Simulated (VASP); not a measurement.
# Ag (Fm-3m) in VASP: further runs

Ag is run at these levels: PBE+D3(BJ); tasks: single point, relaxation of cell and atoms.

Program: VASP 6.6.1. These are calculated values, not measurements. Logs are shortened: lines on timing, memory, paths and dates and some standing lists are left out, and cuts for length are marked.

## Step 1: The cell of the first run

Symmetry: Fm-3m, No. 225, cubic system. The conventional cell has a = 4.073 Å, b = 4.073 Å, c = 4.073 Å, α = 90.00°, β = 90.00°, γ = 90.00°. Within 3.8 Å of Ag (site symmetry m-3m) lie 12 Ag at 2.88 Å.

## Step 2: Single point, PBE+D3(BJ)

Input file INCAR:

```
ALGO = Normal ; EDIFF = 1E-6
ENCUT = 520 ; GGA = PE
ISIF = 2 ; ISMEAR = 0
IVDW = 12 ; LASPH = True
LCHARG = False ; LREAL = False
LWAVE = False ; NBANDS = 12
NELM = 100 ; PREC = Accurate
SIGMA = 0.1
```

Input file KPOINTS:

```
k-points
0
Gamma
  18 18 18
```

Input file POSCAR:

```
Ag
1.0
    0.0000000000      2.0367018723      2.0367018723
    2.0367018723      0.0000000000      2.0367018723
    2.0367018723      2.0367018723      0.0000000000
Ag
1
Direct
    0.0000000000      0.0000000000      0.0000000000
```

Potentials or basis: VASP PAW PBE potentials, release 64 (Ag).

The run is started by

```bash
$ cat potpaw_PBE.64/Ag/POTCAR > POTCAR
$ mpirun -np 1 vasp_std > vasp.out
```

OUTCAR:

```text
EDIFF = 1E-6
   ENCUT = 520
   GGA = PE
   ISIF = 2
   ISMEAR = 0
   IVDW = 12
   LASPH = True
   LREAL = False
   NELM = 100
   PREC = Accurate
 IVDW          = 12

 ion  position               nearest neighbor table
   1  0.000  0.000  0.000-

  LATTYP: Found a face centered cubic cell.
 ALAT       =     4.0734037446

  Lattice vectors:

 A1 = (   0.0000000000,   2.0367018723,   2.0367018723)
 A2 = (   2.0367018723,   0.0000000000,   2.0367018723)
 A3 = (   2.0367018723,   2.0367018723,   0.0000000000)

Analysis of symmetry for initial positions (statically):
=====================================================================
 Subroutine PRICEL returns:
 Original cell was already a primitive cell.

 Routine SETGRP: Setting up the symmetry group for a
 face centered cubic supercell.

 Subroutine GETGRP returns: Found 48 space group operations
 (whereof 48 operations were pure point group operations)
 out of a pool of 48 trial point group operations.

The static configuration has the point symmetry O_h .

Analysis of symmetry for dynamics (positions and initial velocities):
=====================================================================
 Subroutine PRICEL returns:
 Original cell was already a primitive cell.

 Routine SETGRP: Setting up the symmetry group for a
 face centered cubic supercell.

 Subroutine GETGRP returns: Found 48 space group operations
 (whereof 48 operations were pure point group operations)
 out of a pool of 48 trial point group operations.

The dynamic configuration has the point symmetry O_h .

 Subroutine INISYM returns: Found 48 space group operations
 (whereof 48 operations are pure point group operations),
 and found     1 'primitive' translations

----------------------------------------------------------------------------------------

                                     Primitive cell

  volume of cell :      16.8971

  direct lattice vectors                    reciprocal lattice vectors
     0.000000000  2.036701872  2.036701872    -0.245494938  0.245494938  0.245494938
     2.036701872  0.000000000  2.036701872     0.245494938 -0.245494938  0.245494938
     2.036701872  2.036701872  0.000000000     0.245494938  0.245494938 -0.245494938

  length of vectors
     2.880331410  2.880331410  2.880331410     0.425209706  0.425209706  0.425209706

  position of ions in fractional coordinates (direct lattice)
     0.000000000  0.000000000  0.000000000

  ion indices of the primitive-cell ions
   primitive index   ion index
                 1           1

----------------------------------------------------------------------------------------

 KPOINTS: k-points

Automatic generation of k-mesh.
 Grid dimensions read from file:
 generate k-points for:   18   18   18

 Generating k-lattice:

  Cartesian coordinates                     Fractional coordinates (reciprocal lattice)
    -0.013638608  0.013638608  0.013638608     0.055555556  0.000000000  0.000000000
     0.013638608 -0.013638608  0.013638608     0.000000000  0.055555556  0.000000000
     0.013638608  0.013638608 -0.013638608     0.000000000  0.000000000  0.055555556

  Length of vectors
     0.023622761  0.023622761  0.023622761

  Shift w.r.t. Gamma in fractional coordinates (k-lattice)
     0.000000000  0.000000000  0.000000000

 Subroutine IBZKPT returns following result:
 ===========================================

 Found    195 irreducible k-points:

 Following reciprocal coordinates:
            Coordinates               Weight
  0.000000  0.000000  0.000000      1.000000
  0.055556  0.000000  0.000000      8.000000
  0.111111  0.000000  0.000000      8.000000
  0.166667  0.000000  0.000000      8.000000
  0.222222  0.000000  0.000000      8.000000
  0.277778  0.000000  0.000000      8.000000
[... 16 lines left out ...]
 -0.277778  0.055556  0.000000     24.000000
 -0.222222  0.055556  0.000000     24.000000
 [... further k-points ...]
   k-points           NKPTS =    195   k-points in BZ     NKDIM =    195   number of bands    NBANDS=     12
   number of dos      NEDOS =    301   number of ions     NIONS =      1
   total plane-waves  NPLWV =  13824
   dimension x,y,z NGX =    24 NGY =   24 NGZ =   24
   dimension x,y,z NGXF=    48 NGYF=   48 NGZF=   48
   ions per type =               1
   NGX,Y,Z   is equivalent  to a cutoff of  13.85, 13.85, 13.85 a.u.
   NGXF,Y,Z  is equivalent  to a cutoff of  27.70, 27.70, 27.70 a.u.
 SYSTEM =  unknown system
   PREC   = accura    normal or accurate (medium, high low for compatibility)
   ISTART =      0    job   : 0-new  1-cont  2-samecut
   ICHARG =      2    charge: 1-file 2-atom 10-const
   ISPIN  =      1    spin polarized calculation?
   LNONCOLLINEAR =      F non collinear calculations
   LSORBIT =      F    spin-orbit coupling
   LASPH  =      T    aspherical Exc in radial PAW
   ENCUT  =  520.0 eV  38.22 Ry    6.18 a.u.   5.36  5.36  5.36*2*pi/ulx,y,z
   NELM   =    100;   NELMIN=  2; NELMDL= -5     # of ELM steps
   EDIFF  = 0.1E-05   stopping-criterion for ELM
   LREAL  =      F    real-space projection
   EDIFFG = 0.1E-04   stopping-criterion for IOM
   NSW    =      0    number of steps for IOM
   IBRION =     -1    ionic relax: 0-MD 1-quasi-New 2-CG
   NFREE  =      0    steps in history (QN), initial steepest desc. (CG)
   ISIF   =      2    stress and relaxation
   ISYM   =      2    0-nonsym 1-usesym 2-fastsym
   POTIM  = 0.5000    time-step for ionic-motion
   TEBEG  =    0.0;   TEEND  =   0.0 temperature during run
   PSTRESS=    0.0 pullay stress
   NELECT =      11.0000    total number of electrons
   NUPDOWN=      -1.0000    fix difference up-down
   EMIN   =  10.00;   EMAX   =-10.00  energy-range for DOS
   EFERMI =   0.00;   METHOD = LEGACY
   ISMEAR =     0;   SIGMA  =   0.10  broadening in eV -4-tet -1-fermi 0-gaus
   EFERMI_NEDOS =   21; number of points for ismear=-14 and -15
   IALGO  =     38    algorithm
   IMIX   =      4    mixing-type and parameters
     AMIX     =   0.40;   BMIX     =  1.00
     AMIX_MAG =   1.60;   BMIX_MAG =  1.00
  volume/ion in A,a.u.               =      16.90       114.03
  Fermi-wavevector in a.u.,A,eV,Ry     =   1.418845  2.681228 27.390173  2.013121
  Thomas-Fermi vector in A             =   2.539928
   LORBIT       =      0    0 simple, 1 ext, 2 COOP (PROOUT), +10 PAW based schemes
   GGA     = PE    functional components
   LHFCALC =     F    Hartree Fock is set to
   AEXX    =    0.0000 exact exchange contribution
   IVDW    =    12    specifies the selected vdW correction
   LEPSILON=     F    determine dielectric tensor
   LRPA    =     F    only Hartree local field effects (RPA)
 non-spin polarized calculation
 Gauss-broadening in eV      SIGMA  =   0.10
  energy-cutoff  :      520.00
  volume of cell :       16.90
 maximum number of plane-waves:       469
 NGX is ok and might be reduce to    24
   NGX = 11   NGY = 11   NGZ = 11

 number of electron      10.9999999 magnetization

 Free energy of the ion-electron system (eV)
  ---------------------------------------------------
  ext. energy  EPLUGINS =         0.00000000
  ---------------------------------------------------
  free energy    TOTEN  =        -2.70522138 eV

  energy without entropy =       -2.70424713  energy(sigma->0) =       -2.70473425

 E-fermi :   8.5278     XC(G=0): -12.2637

 val. band max:        8.4897995050   @ k =   0.5000   0.1667   0.0556
 cond. band min:       8.6671245024   @ k =   0.5000   0.3333   0.1111
 fundamental gap:      0.1773249975
 Fermi energy:         8.5278381861

 k-point     1 :       0.0000    0.0000    0.0000
  band No.  band energies     occupation
      1       0.7219      2.00000
      2       3.7175      2.00000
      3       3.7175      2.00000
      4       3.7175      2.00000
      5       4.7683      2.00000
      6       4.7683      2.00000
      7      24.6005      0.00000
      8      28.2325      0.00000
      9      28.2325      0.00000
     10      28.2325      0.00000
     11      33.0608      0.00000
     12      34.2627      0.00000

 k-point     2 :       0.0556    0.0000    0.0000
  band No.  band energies     occupation
      1       0.8194      2.00000
      2       3.6945      2.00000
      3       3.7449      2.00000
      4       3.7449      2.00000
      5       4.7576      2.00000
      6       4.7576      2.00000
      7      24.6256      0.00000
      8      27.3913      0.00000
      9      28.2763      0.00000
     10      28.2763      0.00000
     11      33.1998      0.00000
     12      34.1402      0.00000

 k-point     3 :       0.1111    0.0000    0.0000
  band No.  band energies     occupation
      1       1.1011      2.00000
      2       3.6407      2.00000
      3       3.8162      2.00000
      4       3.8162      2.00000
      5       4.7365      2.00000
      6       4.7365      2.00000
      7      24.4035      0.00000
      8      25.9701      0.00000
      9      28.3843      0.00000
     10      28.3843      0.00000
     11      32.3568      0.00000
     12      33.7214      0.00000
[... 286 lines left out ...]
 k-point    23 :      -0.2778    0.0556    0.0000
  band No.  band energies     occupation
      1       2.2921      2.00000
      2       3.8504      2.00000
      3       3.9133      2.00000
      4       4.3460      2.00000
      5       4.9135      2.00000
      6       5.4205      2.00000
      7      18.0427      0.00000
      8      24.5316      0.00000
      9      26.7464      0.00000
     10      29.2025      0.00000
     11      30.9235      0.00000
     12      31.1500      0.00000

 k-point    24 :      -0.2222    0.0556    0.0000
  band No.  band energies     occupation
      1       2.1437      2.00000
      2       3.7252      2.00000
      3       3.9655      2.00000
      4       3.9843      2.00000
      5       4.7192      2.00000
      6       5.0913      2.00000
      7      20.1931      0.00000
      8      24.8463      0.00000
      9      27.2892      0.00000
     10      29.8883      0.00000
     11      30.4112      0.00000
     12      31.4276      0.00000

 [... further k-points ...]

------------------------ aborting loop because EDIFF is reached ----------------------------------------

 Edisp (eV)   -0.59443

 E8    (eV) :    -0.2598

  FORCE on cell =-STRESS in cart. coord.  units (eV):
  Direction    XX          YY          ZZ          XY          YZ          ZX
  --------------------------------------------------------------------------------------
  -------------------------------------------------------------------------------------
  Total      -0.02124    -0.02124    -0.02124     0.00000     0.00000    -0.00000
  in kB      -2.01420    -2.01420    -2.01420     0.00000     0.00000    -0.00000
  external pressure =       -2.01 kB  Pullay stress =        0.00 kB

 VOLUME and BASIS-vectors are now :
 -----------------------------------------------------------------------------
  energy-cutoff  :      520.00
  volume of cell :       16.90
      direct lattice vectors                 reciprocal lattice vectors
     0.000000000  2.036701872  2.036701872    -0.245494938  0.245494938  0.245494938
     2.036701872  0.000000000  2.036701872     0.245494938 -0.245494938  0.245494938
     2.036701872  2.036701872  0.000000000     0.245494938  0.245494938 -0.245494938

 POSITION                                       TOTAL-FORCE (eV/Angst)
 -----------------------------------------------------------------------------------
      0.00000      0.00000      0.00000         0.000000      0.000000     -0.000000
 -----------------------------------------------------------------------------------
    total drift:                               -0.000000     -0.000000     -0.000000

  FREE ENERGIE OF THE ION-ELECTRON SYSTEM (eV)
  ---------------------------------------------------
  free  energy   TOTEN  =        -3.2996516624 eV

  energy  without entropy=       -3.2986774058  energy(sigma->0) =       -3.29916453
```

Run time: 18 s. Hardware: 1 thread of AMD EPYC 9R45 (Zen 5), shared host; peak memory 0.14 GiB.

What came out:

```
Free energy                : -3.2997 eV
Pressure                   : -0.2 GPa
Dispersion energy per atom : -0.594 eV
```

Caveat: pairwise dispersion overbinds metals, which lowers pressure and volume.

(Part 1 of 2 ends here.)
